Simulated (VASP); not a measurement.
PtS2:

```
Pt S
1.0
     3.54320    0.00000    0.00000
    -1.77160    3.06850    0.00000
     0.00000    0.00000    5.03880
Pt S
1 2
Direct
  0.00000 0.00000 0.00000
  0.33333 0.66667 0.22700
  0.66667 0.33333 0.77300
```

Base run:

| Property | Result |
| --- | --- |
| Program | VASP 6.6.1 |
| Functional | PBE |
| Dispersion | D3(BJ) |
| Potentials or basis | VASP PAW PBE potentials, release 64 (Pt_sv_GW, S) |
| Cutoff | 500 eV |
| k mesh | 6 × 6 × 4 |
| Occupations | gaussian, width 0.1 eV |
| Spin | no spin polarisation |

Its results: band gap on the k mesh 0.98 eV, indirect (least direct gap 1.50 eV); pressure 6.4 GPa; largest force 1.267 eV/Å.

Problem. The run is repeated on the same cell with these changes: potentials or basis from VASP PAW PBE potentials, release 64 (Pt_sv_GW, S) to VASP PAW PBE potentials, release 64 (Pt, S); cutoff from 500 eV to 520 eV; further incar settings from ALGO = Normal; EDIFF = 1e-06; NBANDS = 22 to ALGO = Normal; EDIFF = 1e-06; NBANDS = 18; valence electrons from 30 to 22. What comes out?

Solution. Band gap on the k mesh 0.98 eV, indirect (least direct gap 1.50 eV); pressure 7.3 GPa; largest force 1.248 eV/Å.

Caveats: spin-orbit coupling is left out, which moves the levels of the heavy elements; forces of over 1 eV/Å act on the atoms, so gaps and moduli don't describe the material at rest.

A k mesh can miss the band edges.
